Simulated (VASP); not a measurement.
**B: single point with PBEsol**

The system is B.

```
B
1.0
     2.98701    0.00000    0.00000
    -1.49351    2.58683    0.00000
     0.00000    0.00000    3.96602
B
4
Direct
  0.00000 0.00000 0.25000
  0.00000 0.00000 0.75000
  0.33333 0.66667 0.75000
  0.66667 0.33333 0.25000
```

This isn't the form of B at room conditions, which is rhombohedral.

```json
{"Program": "VASP 6.6.1", "Task": "single point", "Functional": "PBEsol", "Potentials or basis": "VASP PAW PBE potentials, release 64 (B)", "Cutoff": "520 eV", "k mesh": "18 × 18 × 12", "Occupations": "gaussian, width 0.1 eV", "Spin": "no spin polarisation", "Dipole correction": "no", "Further INCAR settings": "ALGO = Normal; EDIFF = 1e-06; NBANDS = 14"}
```

- Pressure: 0.3 GPa
- Band gap on the k mesh: zero (bands 6 and 7 overlap by 3.29 eV)

Stress tensor (GPa, compression positive):
```
0.36 0.00 0.00
0.00 0.36 0.00
0.00 0.00 0.08
```

Levels at points of the mesh, in eV from the Fermi level:
| k point | band 2 | band 3 | band 4 | band 5 | band 6 | band 7 | band 8 | band 9 | band 10 | band 11 |
| --- | --- | --- | --- | --- | --- | --- | --- | --- | --- | --- |
| (0.00, 0.00, 0.00) | -7.17 | -6.23 | -0.50 | -0.50 | 1.31 | 1.31 | 7.50 | 7.77 | 7.88 | 7.88 |
| (0.50, 0.00, 0.00) | -9.63 | -3.74 | -3.45 | -3.25 | -2.85 | -0.34 | 0.65 | 3.79 | 5.89 | 12.58 |
| (0.00, 0.00, 0.50) | -12.47 | 0.59 | 0.59 | 0.59 | 0.59 | 2.08 | 2.08 | 7.59 | 7.59 | 7.59 |
| (0.50, 0.00, 0.50) | -8.56 | -7.65 | -7.65 | -2.00 | -2.00 | 3.48 | 3.48 | 4.74 | 4.74 | 10.08 |

Wall time 27 s on 1 thread of Intel(R) Xeon(R) 6975P-C (Granite Rapids) (shared host), peak memory 0.2 GiB.

Caveat: the PAW data sets were made with another functional, which shifts forces and pressure a little.
